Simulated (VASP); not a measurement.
WS2, 6 atoms in the cell. The typed cell holds 6 atoms: a = 3.170 Å, b = 3.170 Å, c = 12.491 Å, α = 90.00°, β = 90.00°, γ = 120.00°. 

```yaml
Program: VASP 6.6.1
Task: single point
Functional: PBE
Potentials_or_basis: VASP PAW PBE potentials, release 64 (W_sv, S)
Cutoff: 520 eV
k_mesh: 12 × 12 × 2
Occupations: gaussian, width 0.01 eV
Spin: no spin polarisation
Dipole_correction: no
Further_INCAR_settings: ALGO = Normal; EDIFF = 1e-07; NBANDS = 35
```

Potentials or basis: VASP PAW PBE potentials, release 64 (W_sv, S).

Command:

```console
$ cat potpaw_PBE.64/W_sv/POTCAR potpaw_PBE.64/S/POTCAR > POTCAR
$ mpirun -np 1 vasp_std > vasp.out
```

Hardware: 1 thread of Intel(R) Xeon(R) Platinum 8375C CPU @ 2.90GHz (Ice Lake) (shared host).

Task: How long does it take, and how much memory?

Result: Wall time 120 s on 1 thread of Intel(R) Xeon(R) Platinum 8375C CPU @ 2.90GHz (Ice Lake), with other jobs on the host, peak memory 0.29 GiB. Counts: scf iterations 17, k points 38.
